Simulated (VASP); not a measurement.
Input of a VASP 6.6.1 run:

The input INCAR:

```
SYSTEM = Mo
ALGO = Normal ; EDIFF = 1E-6
ENCUT = 520 ; GGA = PE
ISIF = 2 ; ISMEAR = -1
LASPH = .TRUE. ; LCHARG = .TRUE.
LELF = .TRUE. ; LREAL = .FALSE.
LVHAR = .TRUE. ; LWAVE = .FALSE.
NBANDS = 13 ; NELM = 100
PREC = Accurate ; SIGMA = 0.05
```

Contents of KPOINTS:

```
k-points
0
G
  13 13 13
  0 0 0
```

File POSCAR:

```
Mo
1.0
   -1.6143010825      1.6143010825      1.6143010825
    1.6143010825     -1.6143010825      1.6143010825
    1.6143010825      1.6143010825     -1.6143010825
Mo
1
Direct
    0.0000000000      0.0000000000      0.0000000000
```

Potentials or basis: VASP PAW PBE potentials, release 64 (Mo_sv).

Run with:

```sh
$ cat potpaw_PBE.64/Mo_sv/POTCAR > POTCAR
$ mpirun -np 1 vasp_std > vasp.out
```

(1) Predict the band gap on the k mesh.

(2) Estimate the pressure.

Results:

(1) zero (band 7 reaches 14.68 eV, above the bottom of band 8 at 10.20 eV).

(2) -14.0 GPa.
